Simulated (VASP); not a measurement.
BAs2:

```
CELL_PARAMETERS angstrom
3.07511 0.00000 0.00000
0.00000 3.11321 0.00000
0.00000 0.00000 4.90045
ATOMIC_POSITIONS crystal
B 0.50000 0.50000 0.50000
As 0.00000 0.00000 0.50000
As 0.00000 0.50000 0.00000
```

The cell was built from a structure type or drawn by symmetry, and may not be a known phase.

| Quantity | Value |
| --- | --- |
| Program | VASP 6.6.1 |
| Task | relaxation of cell and atoms |
| Functional | PBE |
| Potentials or basis | VASP PAW PBE potentials, release 64 (B, As) |
| Cutoff | 600 eV |
| k mesh | 6 × 6 × 4 |
| Occupations | gaussian, width 0.1 eV |
| Spin | no spin polarisation |

At the start: pressure 1.7 GPa; volume 15.64 Å³/atom.

Where does the relaxation end?

Over 6 steps the energy falls by 5.1 meV/atom and the volume is 15.72 Å³/atom (+0.5 %); space group Pmmm (No. 47, to 0.1 Å) before and after.

The path:
| step | energy change (eV) | largest force (eV/Å) | pressure (GPa) | volume (Å³) |
| --- | --- | --- | --- | --- |
| 1 | 0.0000 | 0.0000 | 1.65 | 46.91 |
| 2 | -0.0100 | 0.0000 | -1.30 | 48.01 |
| 3 | -0.0111 | 0.0000 | -0.63 | 47.74 |
| 4 | -0.0140 | 0.0000 | -0.33 | 47.47 |
| 5 | -0.0145 | 0.0000 | -0.14 | 47.33 |
| 6 | -0.0153 | 0.0000 | 0.15 | 47.15 |

Final structure:
```
B As
1.0
     3.08892    0.00000    0.00000
     0.00000    3.16666    0.00000
     0.00000    0.00000    4.81982
B As
1 2
Direct
  0.50000 0.50000 0.50000
  0.00000 0.00000 0.50000
  0.00000 0.50000 0.00000
```
